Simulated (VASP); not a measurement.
Set up this calculation in VASP 6.6.1, as the native input.

```
Task                   : single point
Functional             : LDA
Potentials or basis    : VASP PAW LDA potentials, release 64 (Sb)
Cutoff                 : 520 eV
k mesh                 : 15 × 15 × 15
Occupations            : fermi-dirac, width 0.1 eV
Spin                   : no spin polarisation
Dipole correction      : no
Further INCAR settings : ALGO = Normal; EDIFF = 1e-06; NBANDS = 8
```

The structure of Sb lies in POSCAR:

```
Sb
1.0
    0.0000000000      2.2630673256      2.2630673256
    2.2630673256      0.0000000000      2.2630673256
    2.2630673256      2.2630673256      0.0000000000
Sb
1
Direct
    0.0000000000      0.0000000000      0.0000000000
```

This cell differs from its parent crystal: volume scaled by 0.9.

These files were run (other wordings do the same):

INCAR

```
PREC = Accurate ; ENCUT = 520
EDIFF = 1E-6 ; ISMEAR = -1
SIGMA = 0.1 ; LREAL = F
LASPH = T ; NELM = 60
ALGO = Normal ; ISIF = 2
LWAVE = F ; LCHARG = T
LELF = T ; LVHAR = T
NBANDS = 8
```

KPOINTS

```
Automatic mesh
0
Gamma
  15 15 15
```

Potentials or basis: VASP PAW LDA potentials, release 64 (Sb).

The run is started by

```bash
$ cat potpaw_LDA.64/Sb/POTCAR > POTCAR
$ mpirun -np 1 vasp_std > vasp.out
```

It gave:

```yaml
Pressure: 9.6 GPa
```

Run time: 9.9 s on 1 thread of Intel Xeon 6975P-C, with other jobs on the host, peak memory 0.14 GiB.
